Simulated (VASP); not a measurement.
# Au (Fm-3m) in VASP: notebook, part 2 of 2

VASP 6.6.1. Earlier steps stand in the parts before.

### 4 Single point, PBE

This run uses another cell than the first one, of 17.12 Å³/atom, 0.952 times its volume.

INCAR

```
SYSTEM = Au
PREC     = Accurate       ! precision mode
ENCUT    = 500            ! plane-wave cutoff, eV
EDIFF    = 1E-6           ! SCF threshold, eV
ISMEAR   = 0              ! smearing method
SIGMA    = 0.1            ! smearing width, eV
LREAL    = .FALSE.        ! projectors in reciprocal space
LASPH    = .TRUE.         ! aspherical terms in the spheres
NELM     = 120            ! most SCF steps
ALGO     = Normal         ! electronic algorithm
ISIF     = 2              ! what is computed and relaxed
LWAVE    = .FALSE.        ! write WAVECAR
LCHARG   = .TRUE.         ! write CHGCAR
GGA      = PE             ! functional
LELF     = .TRUE.         ! ELF
LVHAR    = .TRUE.       
NBANDS   = 12             ! bands
GGA_COMPAT= .FALSE.
```

KPOINTS

```
Automatic mesh
0
G
  8 8 8
  0 0 0
```

POSCAR

```
Au
1.0
    0.0000000000      2.0455000000      2.0455000000
    2.0455000000      0.0000000000      2.0455000000
    2.0455000000      2.0455000000      0.0000000000
Au
1
Direct
    0.0000000000      0.0000000000      0.0000000000
```

Potentials or basis: VASP PAW PBE potentials, release 64 (Au).

Launch:

```bash
$ cat potpaw_PBE.64/Au/POTCAR > POTCAR
$ mpirun -np 1 vasp_std > vasp.out
```

OUTCAR:

```text
SYSTEM = Au
   PREC = Accurate
   ENCUT = 500
   EDIFF = 1E-6
   ISMEAR = 0
   LREAL = .FALSE.
   LASPH = .TRUE.
   NELM = 120
   ISIF = 2
   GGA = PE

 ion  position               nearest neighbor table
   1  0.000  0.000  0.000-

  LATTYP: Found a face centered cubic cell.
 ALAT       =     4.0910000000

  Lattice vectors:

 A1 = (   0.0000000000,   2.0455000000,   2.0455000000)
 A2 = (   2.0455000000,   0.0000000000,   2.0455000000)
 A3 = (   2.0455000000,   2.0455000000,   0.0000000000)

[... 538 lines left out ...]
     12      36.2288      0.00000

 [... further k-points ...]

------------------------ aborting loop because EDIFF is reached ----------------------------------------

  FORCE on cell =-STRESS in cart. coord.  units (eV):
  Direction    XX          YY          ZZ          XY          YZ          ZX
  --------------------------------------------------------------------------------------
  -------------------------------------------------------------------------------------
  Total        0.9076831      0.9076831      0.9076831      0.0000000      0.0000000      0.0000000
  in kB       84.9603646     84.9603646     84.9603646      0.0000000      0.0000000      0.0000000
  external PRESSURE =      84.9603646 kB  Pullay stress =       0.0000000 kB

 VOLUME and BASIS-vectors are now :
 -----------------------------------------------------------------------------
  energy-cutoff  :      500.00
  volume of cell :       17.12
      direct lattice vectors                 reciprocal lattice vectors
     0.000000000  2.045500000  2.045500000    -0.244439012  0.244439012  0.244439012
     2.045500000  0.000000000  2.045500000     0.244439012 -0.244439012  0.244439012
     2.045500000  2.045500000  0.000000000     0.244439012  0.244439012 -0.244439012

 POSITION                                       TOTAL-FORCE (eV/Angst)
 -----------------------------------------------------------------------------------
      0.00000      0.00000      0.00000         0.000000      0.000000      0.000000
 -----------------------------------------------------------------------------------
    total drift:                               -0.000000     -0.000000     -0.000000

  FREE ENERGIE OF THE ION-ELECTRON SYSTEM (eV)
  ---------------------------------------------------
  free  energy   TOTEN  =        -3.1645147937 eV

  energy  without entropy=       -3.1613970227  energy(sigma->0) =       -3.16295591
```

OSZICAR:

```text
N       E                     dE             d eps       ncg     rms          rms(c)
DAV:   1     0.484431059419E+02    0.48443E+02   -0.54280E+03   728   0.793E+02
DAV:   2    -0.277238667456E+01   -0.51215E+02   -0.48686E+02   856   0.186E+02
DAV:   3    -0.342267681231E+01   -0.65029E+00   -0.64978E+00   812   0.200E+01
DAV:   4    -0.342487780689E+01   -0.22010E-02   -0.22009E-02   852   0.133E+00
DAV:   5    -0.342489419923E+01   -0.16392E-04   -0.16392E-04   840   0.110E-01    0.940E+00
DAV:   6    -0.318550443664E+01    0.23939E+00   -0.63459E-01   764   0.644E+00    0.596E+00
DAV:   7    -0.316665978151E+01    0.18845E-01   -0.66322E-02   804   0.210E+00    0.276E+00
DAV:   8    -0.316452190234E+01    0.21379E-02   -0.17897E-03   776   0.360E-01    0.255E-01
DAV:   9    -0.316450955426E+01    0.12348E-04   -0.82696E-06   844   0.256E-02    0.194E-02
DAV:  10    -0.316451481431E+01   -0.52601E-05   -0.25409E-06   820   0.151E-02    0.996E-04
DAV:  11    -0.316451479371E+01    0.20606E-07   -0.57046E-08   452   0.184E-03
   1 F= -.31645148E+01 E0= -.31629559E+01  d E =-.311777E-02
```

It took 4.8 s on 1 thread of Intel Xeon Platinum 8488C (Sapphire Rapids), shared host; peak memory 0.14 GiB.

What came out:

```
Free energy : -3.1645 eV
Pressure    : 8.5 GPa
```

Levels at points of the mesh, in eV from the Fermi level:
| k point | band 3 | band 4 | band 5 | band 6 | band 7 | band 8 | band 9 | band 10 |
| --- | --- | --- | --- | --- | --- | --- | --- | --- |
| (0.00, 0.00, 0.00) | -4.60 | -4.60 | -3.10 | -3.10 | 14.59 | 18.56 | 18.56 | 18.56 |
| (0.50, 0.00, 0.00) | -4.64 | -1.91 | -1.91 | -0.88 | 3.11 | 14.04 | 17.16 | 17.16 |
| (0.50, 0.50, 0.00) | -1.95 | -1.59 | -1.59 | 1.09 | 5.80 | 10.06 | 10.06 | 17.22 |

Caveat: spin-orbit coupling is left out, which moves the levels of the heavy elements.

### 5 Single point, PBE

This run uses another cell than the first one, of 18.07 Å³/atom, 1.005 times its volume.

INCAR

```
PREC = Accurate
ENCUT = 500
EDIFF = 1E-6
ISMEAR = 0
SIGMA = 0.1
LREAL = F
LASPH = T
NELM = 120
ALGO = Normal
ISIF = 2
LWAVE = F
LCHARG = T
GGA = PE
LELF = T
LVHAR = T
NBANDS = 12
GGA_COMPAT = F
```

KPOINTS

```
Automatic mesh
0
Gamma
  8 8 8
```

POSCAR

```
Au
1.0
    0.0000000000      2.0826515431      2.0826515431
    2.0826515431      0.0000000000      2.0826515431
    2.0826515431      2.0826515431      0.0000000000
Au
1
Direct
    0.0000000000      0.0000000000      0.0000000000
```

Potentials or basis: VASP PAW PBE potentials, release 64 (Au).

Launch:

```bash
$ cat potpaw_PBE.64/Au/POTCAR > POTCAR
$ mpirun -np 1 vasp_std > vasp.out
```

OUTCAR:

```text
PREC = Accurate
   ENCUT = 500
   EDIFF = 1E-6
   ISMEAR = 0
   LREAL = F
   LASPH = T
   NELM = 120
   ISIF = 2
   GGA = PE

 ion  position               nearest neighbor table
   1  0.000  0.000  0.000-

  LATTYP: Found a face centered cubic cell.
 ALAT       =     4.1653030862

  Lattice vectors:

 A1 = (   0.0000000000,   2.0826515431,   2.0826515431)
 A2 = (   2.0826515431,   0.0000000000,   2.0826515431)
 A3 = (   2.0826515431,   2.0826515431,   0.0000000000)

Analysis of symmetry for initial positions (statically):
=====================================================================
 Subroutine PRICEL returns:
 Original cell was already a primitive cell.

 Routine SETGRP: Setting up the symmetry group for a
 face centered cubic supercell.

 Subroutine GETGRP returns: Found 48 space group operations
[... 9 lines left out ...]

 Routine SETGRP: Setting up the symmetry group for a
 face centered cubic supercell.

 Subroutine GETGRP returns: Found 48 space group operations
[... 11 lines left out ...]
                                     Primitive cell

  volume of cell :      18.0667

  direct lattice vectors                    reciprocal lattice vectors
     0.000000000  2.082651543  2.082651543    -0.240078568  0.240078568  0.240078568
     2.082651543  0.000000000  2.082651543     0.240078568 -0.240078568  0.240078568
     2.082651543  2.082651543  0.000000000     0.240078568  0.240078568 -0.240078568

  length of vectors
     2.945314058  2.945314058  2.945314058     0.415828277  0.415828277  0.415828277

  position of ions in fractional coordinates (direct lattice)
     0.000000000  0.000000000  0.000000000

  ion indices of the primitive-cell ions
   primitive index   ion index
                 1           1

----------------------------------------------------------------------------------------

 KPOINTS: Automatic mesh

Automatic generation of k-mesh.
 Grid dimensions read from file:
 generate k-points for:    8    8    8

 Generating k-lattice:

  Cartesian coordinates                     Fractional coordinates (reciprocal lattice)
    -0.030009821  0.030009821  0.030009821     0.125000000  0.000000000  0.000000000
     0.030009821 -0.030009821  0.030009821     0.000000000  0.125000000  0.000000000
     0.030009821  0.030009821 -0.030009821     0.000000000  0.000000000  0.125000000

  Length of vectors
     0.051978535  0.051978535  0.051978535

  Shift w.r.t. Gamma in fractional coordinates (k-lattice)
     0.000000000  0.000000000  0.000000000

 Subroutine IBZKPT returns following result:
 ===========================================

 Found     29 irreducible k-points:

 Following reciprocal coordinates:
            Coordinates               Weight
  0.000000  0.000000  0.000000      1.000000
  0.125000  0.000000  0.000000      8.000000
  0.250000  0.000000  0.000000      8.000000
  0.375000  0.000000  0.000000      8.000000
  0.500000  0.000000  0.000000      4.000000
  0.125000  0.125000  0.000000      6.000000
[... 16 lines left out ...]
  0.500000  0.250000  0.125000     48.000000
 -0.375000  0.250000  0.125000     24.000000
 [... further k-points ...]
   k-points           NKPTS =     29   k-points in BZ     NKDIM =     29   number of bands    NBANDS=     12
   number of dos      NEDOS =    301   number of ions     NIONS =      1
   total plane-waves  NPLWV =  13824
   dimension x,y,z NGX =    24 NGY =   24 NGZ =   24
   dimension x,y,z NGXF=    48 NGYF=   48 NGZF=   48
   ions per type =               1
   NGX,Y,Z   is equivalent  to a cutoff of  13.55, 13.55, 13.55 a.u.
   NGXF,Y,Z  is equivalent  to a cutoff of  27.09, 27.09, 27.09 a.u.
 SYSTEM =  unknown system
   PREC   = accura    normal or accurate (medium, high low for compatibility)
   ISTART =      0    job   : 0-new  1-cont  2-samecut
   ICHARG =      2    charge: 1-file 2-atom 10-const
   ISPIN  =      1    spin polarized calculation?
   LNONCOLLINEAR =      F non collinear calculations
   LSORBIT =      F    spin-orbit coupling
   LASPH  =      T    aspherical Exc in radial PAW
   ENCUT  =  500.0 eV  36.75 Ry    6.06 a.u.   5.37  5.37  5.37*2*pi/ulx,y,z
   NELM   =    120;   NELMIN=  2; NELMDL= -5     # of ELM steps
   EDIFF  = 0.1E-05   stopping-criterion for ELM
   LREAL  =      F    real-space projection
   EDIFFG = 0.1E-04   stopping-criterion for IOM
   NSW    =      0    number of steps for IOM
   IBRION =     -1    ionic relax: 0-MD 1-quasi-New 2-CG
   NFREE  =      0    steps in history (QN), initial steepest desc. (CG)
   ISIF   =      2    stress and relaxation
   ISYM   =      2    0-nonsym 1-usesym 2-fastsym
   POTIM  = 0.5000    time-step for ionic-motion
   TEBEG  =    0.0;   TEEND  =   0.0 temperature during run
   PSTRESS=    0.0 pullay stress
   NELECT =      11.0000    total number of electrons
   NUPDOWN=      -1.0000    fix difference up-down
   EMIN   =  10.00;   EMAX   =-10.00  energy-range for DOS
   EFERMI =   0.00;   METHOD = LEGACY
   ISMEAR =     0;   SIGMA  =   0.10  broadening in eV -4-tet -1-fermi 0-gaus
   EFERMI_NEDOS =   21; number of points for ismear=-14 and -15
   IALGO  =     38    algorithm
   IMIX   =      4    mixing-type and parameters
     AMIX     =   0.40;   BMIX     =  1.00
     AMIX_MAG =   1.60;   BMIX_MAG =  1.00
  volume/ion in A,a.u.               =      18.07       121.92
  Fermi-wavevector in a.u.,A,eV,Ry     =   1.387541  2.622072 26.194884  1.925270
  Thomas-Fermi vector in A             =   2.511752
   LORBIT       =      0    0 simple, 1 ext, 2 COOP (PROOUT), +10 PAW based schemes
   GGA     = PE    functional components
   LHFCALC =     F    Hartree Fock is set to
   AEXX    =    0.0000 exact exchange contribution
   IVDW    =     0    specifies the selected vdW correction
   LEPSILON=     F    determine dielectric tensor
   LRPA    =     F    only Hartree local field effects (RPA)
 non-spin polarized calculation
 Gauss-broadening in eV      SIGMA  =   0.10
  energy-cutoff  :      500.00
  volume of cell :       18.07
 maximum number of plane-waves:       471
 NGX is ok and might be reduce to    24
   NGX = 11   NGY = 11   NGZ = 11

 number of electron      11.0000001 magnetization

 Free energy of the ion-electron system (eV)
  ---------------------------------------------------
  ext. energy  EPLUGINS =         0.00000000
  ---------------------------------------------------
  free energy    TOTEN  =        -3.18814141 eV

  energy without entropy =       -3.18504878  energy(sigma->0) =       -3.18659510

 E-fermi :   8.4303     XC(G=0): -12.3677

 val. band max:        8.3560449467   @ k =   0.5000   0.2500   0.1250
 cond. band min:       8.6342474025   @ k =   0.5000   0.3750   0.1250
 fundamental gap:      0.2782024558
 Fermi energy:         8.4303397282

 k-point     1 :       0.0000    0.0000    0.0000
  band No.  band energies     occupation
      1      -0.7221      2.00000
      2       4.1460      2.00000
      3       4.1460      2.00000
      4       4.1460      2.00000
      5       5.5126      2.00000
      6       5.5126      2.00000
      7      23.1171      0.00000
      8      26.7801      0.00000
      9      26.7801      0.00000
     10      26.7801      0.00000
     11      31.5013      0.00000
     12      35.5338      0.00000

 k-point     2 :       0.1250    0.0000    0.0000
  band No.  band energies     occupation
      1      -0.2174      2.00000
      2       4.0122      2.00000
      3       4.2958      2.00000
      4       4.2958      2.00000
      5       5.4622      2.00000
      6       5.4622      2.00000
      7      23.3872      0.00000
      8      24.3036      0.00000
      9      27.2941      0.00000
     10      27.2941      0.00000
     11      31.2592      0.00000
     12      33.3645      0.00000
[... 301 lines left out ...]
 k-point    23 :       0.5000    0.2500    0.1250
  band No.  band energies     occupation
      1       2.6840      2.00000
      2       3.7238      2.00000
      3       3.9007      2.00000
      4       5.0957      2.00000
      5       6.1619      2.00000
      6       8.3560      1.70660
      7      15.2567      0.00000
      8      20.0504      0.00000
      9      22.4742      0.00000
     10      26.6272      0.00000
     11      30.4885      0.00000
     12      33.8380      0.00000

 k-point    24 :      -0.3750    0.2500    0.1250
  band No.  band energies     occupation
      1       2.6850      2.00000
      2       3.5547      2.00000
      3       4.5754      2.00000
      4       4.9078      2.00000
      5       6.4739      2.00000
      6      11.1378      0.00000
      7      11.3456      0.00000
      8      20.2596      0.00000
      9      21.3162      0.00000
     10      25.8987      0.00000
     11      31.7755      0.00000
     12      34.8180      0.00000

 [... further k-points ...]

------------------------ aborting loop because EDIFF is reached ----------------------------------------

  FORCE on cell =-STRESS in cart. coord.  units (eV):
  Direction    XX          YY          ZZ          XY          YZ          ZX
  --------------------------------------------------------------------------------------
  -------------------------------------------------------------------------------------
  Total       -0.0269302     -0.0269302     -0.0269302      0.0000000      0.0000000     -0.0000000
  in kB       -2.3882003     -2.3882003     -2.3882003      0.0000000      0.0000000     -0.0000000
  external PRESSURE =      -2.3882003 kB  Pullay stress =       0.0000000 kB

 VOLUME and BASIS-vectors are now :
 -----------------------------------------------------------------------------
  energy-cutoff  :      500.00
  volume of cell :       18.07
      direct lattice vectors                 reciprocal lattice vectors
     0.000000000  2.082651543  2.082651543    -0.240078568  0.240078568  0.240078568
     2.082651543  0.000000000  2.082651543     0.240078568 -0.240078568  0.240078568
     2.082651543  2.082651543  0.000000000     0.240078568  0.240078568 -0.240078568

 POSITION                                       TOTAL-FORCE (eV/Angst)
 -----------------------------------------------------------------------------------
      0.00000      0.00000      0.00000        -0.000000     -0.000000     -0.000000
 -----------------------------------------------------------------------------------
    total drift:                               -0.000000      0.000000     -0.000000

  FREE ENERGIE OF THE ION-ELECTRON SYSTEM (eV)
  ---------------------------------------------------
  free  energy   TOTEN  =        -3.1881414114 eV

  energy  without entropy=       -3.1850487840  energy(sigma->0) =       -3.18659510
```

Wall time 4.5 s (1 thread of Intel Xeon Platinum 8488C (Sapphire Rapids), shared host); peak memory 0.14 GiB.

What came out:

```
Free energy : -3.1881 eV
Pressure    : -0.2 GPa
```

Caveat: spin-orbit coupling is left out, which moves the levels of the heavy elements.

### 6 Overview

| task | cell | k mesh | cutoff (eV) | smearing | gap on the mesh (eV) | pressure (GPa) |
| --- | --- | --- | --- | --- | --- | --- |
| relaxation of cell and atoms | relaxed from a = 2.940 Å, angles 60.0°, 1 atom | 20 × 20 × 20 | 600 | fermi-dirac 0.15 eV | none | 0.0 |
| single point | a = 2.945 Å, angles 60.0°, 1 atom | 8 × 8 × 8 | 500 | gaussian 0.1 eV | none | -0.2 |
| single point | a = 2.893 Å, angles 60.0°, 1 atom | 8 × 8 × 8 | 500 | gaussian 0.1 eV | none | 8.5 |

Alike in all rows: level PBE; potentials or basis VASP PAW PBE potentials, release 64 (Au); no spin polarisation.

Caveats: spin-orbit coupling is left out, which moves the levels of the heavy elements.

Total energies depend on the potentials used, so only differences within one code and one set of settings carry meaning.
